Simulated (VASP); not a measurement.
A run of VASP 6.6.1:

File INCAR:

```
SYSTEM = NaF
PREC     = Accurate       ! precision mode
ENCUT    = 520            ! plane-wave cutoff, eV
EDIFF    = 1E-6           ! SCF threshold, eV
ISMEAR   = 0              ! smearing method
SIGMA    = 0.01           ! smearing width, eV
LREAL    = .False.        ! projectors in reciprocal space
LASPH    = .True.         ! aspherical terms in the spheres
NELM     = 60             ! most SCF steps
ALGO     = Normal         ! electronic algorithm
ISIF     = 2              ! what is computed and relaxed
LWAVE    = .False.        ! write WAVECAR
LCHARG   = .False.        ! write CHGCAR
NBANDS   = 14             ! bands
```

KPOINTS

```
regular mesh
0
Gamma
  10 10 10
  0 0 0
```

POSCAR

```
NaF
1.0
    0.0000000000      2.2517812203      2.2517812203
    2.2517812203      0.0000000000      2.2517812203
    2.2517812203      2.2517812203      0.0000000000
Na F
1 1
Direct
    0.0000000000      0.0000000000      0.0000000000
    0.5000000000      0.5000000000      0.5000000000
```

Potentials or basis: VASP PAW LDA potentials, release 64 (Na_pv, F).

Launch:

```console
$ cat potpaw_LDA.64/Na_pv/POTCAR potpaw_LDA.64/F/POTCAR > POTCAR
$ mpirun -np 1 vasp_std > vasp.out
```

Hardware: 1 thread of Intel(R) Xeon(R) Platinum 8488C (Sapphire Rapids), on a shared host.

Problem. Estimate the wall time of this run.

Solution. Run time: 6.8 s on 1 thread of Intel(R) Xeon(R) Platinum 8488C (Sapphire Rapids), on a shared host, peak memory 0.12 GiB. Counts: scf iterations 12, k points 47.
